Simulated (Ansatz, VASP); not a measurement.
## One calculation of CrCN, two programs

```
CELL_PARAMETERS angstrom
2.74046 0.00000 0.00000
0.00000 2.74046 0.00000
0.00000 0.00000 3.85652
ATOMIC_POSITIONS crystal
Cr 0.00000 0.00000 0.00000
C 0.00000 0.00000 0.50000
N 0.50000 0.50000 0.00000
```

Change from the starting cell: species swapped into the TiOF type (P4/mmm, No. 123).

Alike in both runs: task relaxation of cell and atoms; functional PBE; k mesh 16 × 16 × 12; occupations gaussian, width 0.1 eV; no spin polarisation.

|  | VASP | Ansatz |
| --- | --- | --- |
| version | VASP 6.6.1 | Ansatz 0.2.0 |
| potentials or method | VASP PAW PBE potentials, release 64 (Cr_pv, C, N), cutoff 600 eV | scalar-relativistic, plane waves, PAW |
| valence electrons in the cell | 21 | 23 |

```tsv
	VASP	Ansatz	Ansatz less VASP
gap on the k mesh at the Fermi level, each at its own relaxed structure (eV)	none	none	-
relaxed volume (Å³/atom)	9.67	9.68	+0.003
relaxed cell length with the largest relative difference (Å)	3.848	3.850	+0.0021
```

A gap of «none» marks a metal or a gap that the smearing closes. VASP's potentials hold 21 valence electrons a cell and Ansatz's 23, so a difference there can come from the potentials and not from the codes.
